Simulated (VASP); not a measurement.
**Be: single point with PBEsol**

Crystal: Be.

```xyz
2
Lattice="2.2307 0.0000 0.0000 -1.1154 1.9319 0.0000 0.0000 0.0000 3.5021" Properties=species:S:1:pos:R:3 pbc="T T T"
Be    1.1154    0.6440    2.6266
Be    0.0000    1.2879    0.8755
```

```json
{
  "Program": "VASP 6.6.1",
  "Task": "single point",
  "Functional": "PBEsol",
  "Potentials or basis": "VASP PAW PBE potentials, release 64 (Be)",
  "Cutoff": "520 eV",
  "k mesh": "13 × 13 × 8",
  "Occupations": "fermi-dirac, width 0.05 eV",
  "Spin": "no spin polarisation"
}
```

```yaml
Pressure: 5.5 GPa
Band_gap_on_the_k_mesh: zero (band 2 reaches 8.51 eV, above the bottom of band 3 at 6.86 eV)
```

Stress tensor (GPa, compression positive):
```
5.49 0.00 0.00
0.00 5.49 0.00
0.00 0.00 5.62
```

Levels at points of the mesh, in eV from the Fermi level:
```tsv
k point	band 1	band 2	band 3	band 4	band 5	band 6	band 7
(0.00, 0.00, 0.00)	-11.41	-4.41	1.53	16.71	16.71	19.67	19.67
(0.00, 0.00, 0.50)	-9.21	-9.21	11.38	11.38	18.45	18.45	18.45
```

Run time: 7.8 s on 1 thread of Intel(R) Xeon(R) Platinum 8259CL CPU @ 2.50GHz (Skylake/Cascade Lake), with other jobs on the host, peak memory 0.13 GiB.

Caveat: the PAW data sets were made with another functional, which shifts forces and pressure a little.
